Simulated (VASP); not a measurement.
Runs of VASP 6.6.1 on WC (Qusongite). The structure is that of space group P-6m2 (No. 187), or close to it. The cells are those of the table. 

| task | level | potentials or basis | U | cell | k mesh | cutoff (eV) | smearing | k mesh for the DOS | occupations for the DOS | gap on the mesh (eV) | pressure (GPa) |
| --- | --- | --- | --- | --- | --- | --- | --- | --- | --- | --- | --- |
| single point | BLYP+D4 | VASP PAW PBE potentials, release 64 (W_sv, C) | - | a = 2.920, b = 2.920, c = 2.843 Å, angles 90.0, 90.0, 120.0°, 2 atoms | 10 × 10 × 9 | 520 | fermi-dirac 0.05 eV | - | - | none | 2.5 |
| single point | r2SCAN | VASP PAW PBE potentials, release 64 (W_sv, C) | - | a = 2.887, b = 2.887, c = 2.818 Å, angles 90.0, 90.0, 120.0°, 2 atoms | 10 × 10 × 9 | 520 | fermi-dirac 0.05 eV | - | - | none | 12.2 |
| single point | PBE | VASP PAW PBE potentials, release 64 (W_sv, C) | - | a = 2.906, b = 2.907, c = 2.837 Å, angles 90.0, 90.0, 120.0°, 2 atoms | 10 × 10 × 9 | 520 | gaussian 0.05 eV | - | - | none | 6.7 |
| single point | PBE | VASP PAW PBE potentials, release 64 (W_sv, C) | - | a = 3.023, b = 3.023, c = 2.837 Å, angles 90.0, 90.0, 120.0°, 2 atoms | 9 × 9 × 8 | 520 | fermi-dirac 0.05 eV | - | - | none | -19.1 |
| single point | PBE | VASP PAW PBE potentials, release 64 (W_sv, C) | - | a = 2.964, b = 2.964, c = 2.892 Å, angles 90.0, 90.0, 120.0°, 2 atoms | 10 × 10 × 9 | 520 | fermi-dirac 0.05 eV | - | - | none | (c) |
| single point | PBE | VASP PAW PBE potentials, release 64 (W_sv, C) | - | a = 2.906, b = 2.907, c = 2.837 Å, angles 90.0, 90.0, 120.0°, 2 atoms | 14 × 14 × 13 | 520 | methfessel-paxton 0.1 eV | - | - | none | (b) |
| single point | LDA | VASP PAW LDA potentials, release 64 (W_sv, C) | - | a = 2.847, b = 2.847, c = 2.779 Å, angles 90.0, 90.0, 120.0°, 2 atoms | 10 × 10 × 9 | 520 | fermi-dirac 0.05 eV | - | - | none | 20.6 |
| single point | LDA | VASP PAW LDA potentials, release 64 (W_sv, C) | - | a = 2.945, b = 2.945, c = 2.874 Å, angles 90.0, 90.0, 120.0°, 2 atoms | 10 × 10 × 9 | 520 | fermi-dirac 0.05 eV | - | - | none | -21.5 |
| relaxation of cell and atoms | PBEsol | VASP PAW PBE potentials, release 64 (W_sv, C) | - | relaxed to 30 GPa from a = 2.906, b = 2.907, c = 2.837 Å, angles 90.0, 90.0, 120.0°, 2 atoms | 10 × 10 × 9 | 600 | fermi-dirac 0.05 eV | - | - | none | 30.0 |
| single point | PBEsol+U | VASP PAW PBE potentials, release 64 (W_sv, C) | W d U = 3.5 eV | a = 2.906, b = 2.907, c = 2.837 Å, angles 90.0, 90.0, 120.0°, 2 atoms | 10 × 10 × 9 | 520 | methfessel-paxton 0.1 eV | - | - | none | (a) |

Alike in all rows: no spin polarisation.

Question: Fill in the values left out.

Answer: (a) 5.4; (b) 7.4; (c) -14.7.

Caveats: spin-orbit coupling is left out, which moves the levels of the heavy elements; the PAW data sets were made with another functional, which shifts forces and pressure a little (some runs); pairwise dispersion overbinds metals, which lowers pressure and volume (some runs); forces of over 1 eV/Å act on the atoms, so gaps and moduli don't describe the material at rest (some runs); the cell is relaxed towards a set pressure, so the enthalpy falls and the energy may rise (some runs); U without spin polarisation on a metal has little footing (some runs); the U is typed as a test and isn't derived for this compound (some runs).

A k mesh can miss the band edges, and the runs leave out spin-orbit coupling on W.

A gap of «none» marks levels without a gap at the run's occupations.
